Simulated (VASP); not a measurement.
# BN (zinc blende) (F-43m) in VASP: a series of runs

Runs on BN (zinc blende). Level: PBE. Tasks: single point.

Program: VASP 6.6.1. These are calculated values, not measurements. Logs are shortened: lines on timing, memory, paths and dates and some standing lists are left out, and cuts for length are marked.

## Step 1: The cell of the first run

Symmetry: F-43m, No. 216, cubic system. The conventional cell has a = 3.516 Å, b = 3.516 Å, c = 3.516 Å, α = 90.00°, β = 90.00°, γ = 90.00°. B (site symmetry -43m) has 4 N at 1.52 Å within 2.0 Å. Within 2.0 Å of N (site symmetry -43m) lie 4 B at 1.52 Å.

## Step 2: Single point, PBE (volume scaled by 0.92)

INCAR

```
SYSTEM = BN
PREC = Accurate
ENCUT = 600
EDIFF = 1E-6
ISMEAR = 0
SIGMA = 0.01
LREAL = .FALSE.
LASPH = .TRUE.
NELM = 120
ALGO = Normal
ISIF = 2
LWAVE = .FALSE.
LCHARG = .FALSE.
GGA = PE
NBANDS = 11
GGA_COMPAT = .FALSE.
```

KPOINTS

```
regular mesh
0
G
  10 10 10
  0 0 0
```

POSCAR

```
BN
1.0
    0.0000000000      1.7580515623      1.7580515623
    1.7580515623      0.0000000000      1.7580515623
    1.7580515623      1.7580515623      0.0000000000
B N
1 1
Direct
    0.0000000000      0.0000000000      0.0000000000
    0.2500000000      0.2500000000      0.2500000000
```

Potentials or basis: VASP PAW PBE potentials, release 64 (B, N).

Started as:

```sh
$ cat potpaw_PBE.64/B/POTCAR potpaw_PBE.64/N/POTCAR > POTCAR
$ mpirun -np 1 vasp_std > vasp.out
```

OUTCAR:

```text
SYSTEM = BN
   PREC = Accurate
   ENCUT = 600
   EDIFF = 1E-6
   ISMEAR = 0
   LREAL = .FALSE.
   LASPH = .TRUE.
   NELM = 120
   ISIF = 2
   GGA = PE

 ion  position               nearest neighbor table
   1  0.000  0.000  0.000-   2 1.52   2 1.52   2 1.52   2 1.52
   2  0.250  0.250  0.250-   1 1.52   1 1.52   1 1.52   1 1.52

  LATTYP: Found a face centered cubic cell.
 ALAT       =     3.5161031246

  Lattice vectors:

 A1 = (   0.0000000000,   1.7580515623,   1.7580515623)
 A2 = (   1.7580515623,   0.0000000000,   1.7580515623)
 A3 = (   1.7580515623,   1.7580515623,   0.0000000000)

Analysis of symmetry for initial positions (statically):
=====================================================================
 Subroutine PRICEL returns:
 Original cell was already a primitive cell.

 Routine SETGRP: Setting up the symmetry group for a
 face centered cubic supercell.

 Subroutine GETGRP returns: Found 24 space group operations
 (whereof 24 operations were pure point group operations)
 out of a pool of 48 trial point group operations.

The static configuration has the point symmetry T_d .

Analysis of symmetry for dynamics (positions and initial velocities):
=====================================================================
 Subroutine PRICEL returns:
 Original cell was already a primitive cell.

 Routine SETGRP: Setting up the symmetry group for a
 face centered cubic supercell.

 Subroutine GETGRP returns: Found 24 space group operations
 (whereof 24 operations were pure point group operations)
 out of a pool of 48 trial point group operations.

The dynamic configuration has the point symmetry T_d .

 Subroutine INISYM returns: Found 24 space group operations
 (whereof 24 operations are pure point group operations),
 and found     1 'primitive' translations

----------------------------------------------------------------------------------------

                                     Primitive cell

  volume of cell :      10.8674

  direct lattice vectors                    reciprocal lattice vectors
     0.000000000  1.758051562  1.758051562    -0.284405765  0.284405765  0.284405765
     1.758051562  0.000000000  1.758051562     0.284405765 -0.284405765  0.284405765
     1.758051562  1.758051562  0.000000000     0.284405765  0.284405765 -0.284405765

  length of vectors
     2.486260363  2.486260363  2.486260363     0.492605235  0.492605235  0.492605235

  position of ions in fractional coordinates (direct lattice)
     0.000000000  0.000000000  0.000000000
     0.250000000  0.250000000  0.250000000

  ion indices of the primitive-cell ions
   primitive index   ion index
                 1           1
                 2           2

----------------------------------------------------------------------------------------

 KPOINTS: regular mesh

Automatic generation of k-mesh.
 Grid dimensions read from file:
 generate k-points for:   10   10   10

 Generating k-lattice:

  Cartesian coordinates                     Fractional coordinates (reciprocal lattice)
    -0.028440577  0.028440577  0.028440577     0.100000000  0.000000000  0.000000000
     0.028440577 -0.028440577  0.028440577     0.000000000  0.100000000  0.000000000
     0.028440577  0.028440577 -0.028440577     0.000000000  0.000000000  0.100000000

  Length of vectors
     0.049260524  0.049260524  0.049260524

  Shift w.r.t. Gamma in fractional coordinates (k-lattice)
     0.000000000  0.000000000  0.000000000

 Subroutine IBZKPT returns following result:
 ===========================================

 Found     47 irreducible k-points:

 Following reciprocal coordinates:
            Coordinates               Weight
  0.000000  0.000000  0.000000      1.000000
  0.100000  0.000000  0.000000      8.000000
  0.200000  0.000000  0.000000      8.000000
  0.300000  0.000000  0.000000      8.000000
  0.400000  0.000000  0.000000      8.000000
  0.500000  0.000000  0.000000      4.000000
[... 16 lines left out ...]
  0.300000  0.300000  0.000000      6.000000
  0.400000  0.300000  0.000000     24.000000
 [... further k-points ...]
   k-points           NKPTS =     47   k-points in BZ     NKDIM =     47   number of bands    NBANDS=     11
   number of dos      NEDOS =    301   number of ions     NIONS =      2
   total plane-waves  NPLWV =   8000
   dimension x,y,z NGX =    20 NGY =   20 NGZ =   20
   dimension x,y,z NGXF=    40 NGYF=   40 NGZF=   40
   ions per type =               1   1
   NGX,Y,Z   is equivalent  to a cutoff of  13.37, 13.37, 13.37 a.u.
   NGXF,Y,Z  is equivalent  to a cutoff of  26.75, 26.75, 26.75 a.u.
 SYSTEM =  BN
   PREC   = accura    normal or accurate (medium, high low for compatibility)
   ISTART =      0    job   : 0-new  1-cont  2-samecut
   ICHARG =      2    charge: 1-file 2-atom 10-const
   ISPIN  =      1    spin polarized calculation?
   LNONCOLLINEAR =      F non collinear calculations
   LSORBIT =      F    spin-orbit coupling
   LASPH  =      T    aspherical Exc in radial PAW
   ENCUT  =  600.0 eV  44.10 Ry    6.64 a.u.   4.97  4.97  4.97*2*pi/ulx,y,z
   NELM   =    120;   NELMIN=  2; NELMDL= -5     # of ELM steps
   EDIFF  = 0.1E-05   stopping-criterion for ELM
   LREAL  =      F    real-space projection
   EDIFFG = 0.1E-04   stopping-criterion for IOM
   NSW    =      0    number of steps for IOM
   IBRION =     -1    ionic relax: 0-MD 1-quasi-New 2-CG
   NFREE  =      0    steps in history (QN), initial steepest desc. (CG)
   ISIF   =      2    stress and relaxation
   ISYM   =      2    0-nonsym 1-usesym 2-fastsym
   POTIM  = 0.5000    time-step for ionic-motion
   TEBEG  =    0.0;   TEEND  =   0.0 temperature during run
   PSTRESS=    0.0 pullay stress
   NELECT =       8.0000    total number of electrons
   NUPDOWN=      -1.0000    fix difference up-down
   EMIN   =  10.00;   EMAX   =-10.00  energy-range for DOS
   EFERMI =   0.00;   METHOD = LEGACY
   ISMEAR =     0;   SIGMA  =   0.01  broadening in eV -4-tet -1-fermi 0-gaus
   EFERMI_NEDOS =   21; number of points for ismear=-14 and -15
   IALGO  =     38    algorithm
   IMIX   =      4    mixing-type and parameters
     AMIX     =   0.40;   BMIX     =  1.00
     AMIX_MAG =   1.60;   BMIX_MAG =  1.00
  volume/ion in A,a.u.               =       5.43        36.67
  Fermi-wavevector in a.u.,A,eV,Ry     =   1.478189  2.793372 29.729300  2.185042
  Thomas-Fermi vector in A             =   2.592500
   LORBIT       =      0    0 simple, 1 ext, 2 COOP (PROOUT), +10 PAW based schemes
   GGA     = PE    functional components
   LHFCALC =     F    Hartree Fock is set to
   AEXX    =    0.0000 exact exchange contribution
   IVDW    =     0    specifies the selected vdW correction
   LEPSILON=     F    determine dielectric tensor
   LRPA    =     F    only Hartree local field effects (RPA)
 non-spin polarized calculation
 Gauss-broadening in eV      SIGMA  =   0.01
  energy-cutoff  :      600.00
  volume of cell :       10.87
 maximum number of plane-waves:       372
   NGX =  9   NGY =  9   NGZ =  9

 number of electron       8.0000000 magnetization

 Free energy of the ion-electron system (eV)
  ---------------------------------------------------
  ext. energy  EPLUGINS =         0.00000000
  ---------------------------------------------------
  free energy    TOTEN  =       -17.32964277 eV

  energy without entropy =      -17.32964277  energy(sigma->0) =      -17.32964277

 E-fermi :   8.6647     XC(G=0): -13.2379

 val. band max:        8.4633173586   @ k =   0.0000   0.0000   0.0000
 cond. band min:      13.0059774908   @ k =   0.5000   0.5000   0.0000
 fundamental gap:      4.5426601322
 Fermi energy:         8.6646640496

 k-point     1 :       0.0000    0.0000    0.0000
  band No.  band energies     occupation
      1     -12.7460      2.00000
      2       8.4633      2.00000
      3       8.4633      2.00000
      4       8.4633      2.00000
      5      17.6802      0.00000
      6      17.6802      0.00000
      7      17.6802      0.00000
      8      20.2009      0.00000
      9      34.8151      0.00000
     10      37.2671      0.00000
     11      37.2671      0.00000

 k-point     2 :       0.1000    0.0000    0.0000
  band No.  band energies     occupation
      1     -12.4864      2.00000
      2       7.1182      2.00000
      3       8.1847      2.00000
      4       8.1847      2.00000
      5      18.1013      0.00000
      6      18.1013      0.00000
      7      18.1037      0.00000
      8      20.9179      0.00000
      9      34.2250      0.00000
     10      34.4876      0.00000
     11      34.4876      0.00000

 k-point     3 :       0.2000    0.0000    0.0000
  band No.  band energies     occupation
      1     -11.7202      2.00000
      2       4.2341      2.00000
      3       7.5629      2.00000
      4       7.5629      2.00000
      5      18.7133      0.00000
      6      18.9603      0.00000
      7      18.9603      0.00000
      8      22.4638      0.00000
      9      32.9346      0.00000
     10      32.9346      0.00000
     11      33.2784      0.00000

 k-point     4 :       0.3000    0.0000    0.0000
  band No.  band energies     occupation
      1     -10.5005      2.00000
      2       1.0782      2.00000
      3       6.9380      2.00000
      4       6.9380      2.00000
      5      19.2340      0.00000
      6      19.5400      0.00000
      7      19.5400      0.00000
      8      23.7200      0.00000
      9      32.8566      0.00000
     10      33.2757      0.00000
     11      33.2757      0.00000
[... 239 lines left out ...]
 k-point    22 :      -0.2000    0.2000    0.0000
  band No.  band energies     occupation
      1     -10.0974      2.00000
      2       1.9384      2.00000
      3       3.8563      2.00000
      4       7.0570      2.00000
      5      19.6308      0.00000
      6      20.0036      0.00000
      7      20.7627      0.00000
      8      23.3584      0.00000
      9      30.4039      0.00000
     10      31.8796      0.00000
     11      37.0119      0.00000

 k-point    23 :       0.3000    0.3000    0.0000
  band No.  band energies     occupation
      1      -9.7699      2.00000
      2       3.0491      2.00000
      3       4.4701      2.00000
      4       4.4701      2.00000
      5      14.8649      0.00000
      6      19.8103      0.00000
      7      24.1592      0.00000
      8      24.1592      0.00000
      9      28.4856      0.00000
     10      37.6928      0.00000
     11      41.5995      0.00000

 k-point    24 :       0.4000    0.3000    0.0000
  band No.  band energies     occupation
      1      -8.6726      2.00000
      2       1.3470      2.00000
      3       3.5764      2.00000
      4       4.0295      2.00000
      5      14.7958      0.00000
      6      19.6282      0.00000
      7      25.0594      0.00000
      8      25.0735      0.00000
      9      29.4980      0.00000
     10      37.3532      0.00000
     11      41.6563      0.00000

 [... further k-points ...]
[... 5 lines left out ...]
  --------------------------------------------------------------------------------------
  -------------------------------------------------------------------------------------
  Total        2.7338487      2.7338487      2.7338487      0.0000000      0.0000000      0.0000000
  in kB      403.0512110    403.0512110    403.0512110      0.0000000      0.0000000      0.0000000
  external PRESSURE =     403.0512110 kB  Pullay stress =       0.0000000 kB

 VOLUME and BASIS-vectors are now :
 -----------------------------------------------------------------------------
  energy-cutoff  :      600.00
  volume of cell :       10.87
      direct lattice vectors                 reciprocal lattice vectors
     0.000000000  1.758051562  1.758051562    -0.284405765  0.284405765  0.284405765
     1.758051562  0.000000000  1.758051562     0.284405765 -0.284405765  0.284405765
     1.758051562  1.758051562  0.000000000     0.284405765  0.284405765 -0.284405765

 POSITION                                       TOTAL-FORCE (eV/Angst)
 -----------------------------------------------------------------------------------
      0.00000      0.00000      0.00000         0.000000     -0.000000     -0.000000
      0.87903      0.87903      0.87903        -0.000000      0.000000      0.000000
 -----------------------------------------------------------------------------------
    total drift:                                0.000000      0.000000      0.000000

  FREE ENERGIE OF THE ION-ELECTRON SYSTEM (eV)
  ---------------------------------------------------
  free  energy   TOTEN  =       -17.3296427730 eV

  energy  without entropy=      -17.3296427730  energy(sigma->0) =      -17.32964277
```

It took 5.2 s on 1 thread of Intel Xeon Platinum 8488C (Sapphire Rapids), shared host; peak memory 0.12 GiB.

What came out:

```yaml
Free_energy: -17.3296 eV
Pressure: 40.3 GPa
Band_gap_on_the_k_mesh: 4.54 eV, indirect (least direct gap 9.22 eV)
```

## Step 3: Single point, PBE (volume scaled by 0.896)

INCAR

```
PREC = Accurate
ENCUT = 600
EDIFF = 1E-6
ISMEAR = 0
SIGMA = 0.01
LREAL = False
LASPH = True
NELM = 120
ALGO = Normal
ISIF = 2
LWAVE = False
LCHARG = True
GGA = PE
LELF = True
LVHAR = True
NBANDS = 11
GGA_COMPAT = False
```

KPOINTS

```
Automatic mesh
0
Gamma
  10 10 10
```

POSCAR

```
BN
1.0
    0.0000000000      1.7426292627      1.7426292627
    1.7426292627      0.0000000000      1.7426292627
    1.7426292627      1.7426292627      0.0000000000
B N
1 1
Direct
    0.0000000000      0.0000000000      0.0000000000
    0.2500000000      0.2500000000      0.2500000000
```

Potentials or basis: VASP PAW PBE potentials, release 64 (B, N).

Started as:

```sh
$ cat potpaw_PBE.64/B/POTCAR potpaw_PBE.64/N/POTCAR > POTCAR
$ mpirun -np 1 vasp_std > vasp.out
```

It took 5.7 s on 1 thread of Intel Xeon Platinum 8488C (Sapphire Rapids), shared host; peak memory 0.12 GiB.

It converged, with:

| Property | Result |
| --- | --- |
| Free energy | -17.2450 eV |
| Pressure | 54.5 GPa |
| Band gap on the k mesh | 4.57 eV, indirect (least direct gap 9.34 eV) |

Levels at points of the mesh, in eV from the valence-band top:
```
           k point  band 2  band 3  band 4  band 5  band 6  band 7
(0.00, 0.00, 0.00)    0.00    0.00    0.00    9.34    9.34    9.34
(0.50, 0.00, 0.00)  -11.74   -2.16   -2.16   11.31   11.31   11.62
(0.50, 0.50, 0.00)   -9.67   -5.47   -5.47    4.57    9.84   19.67
```

(Part 1 of 2 ends here.)
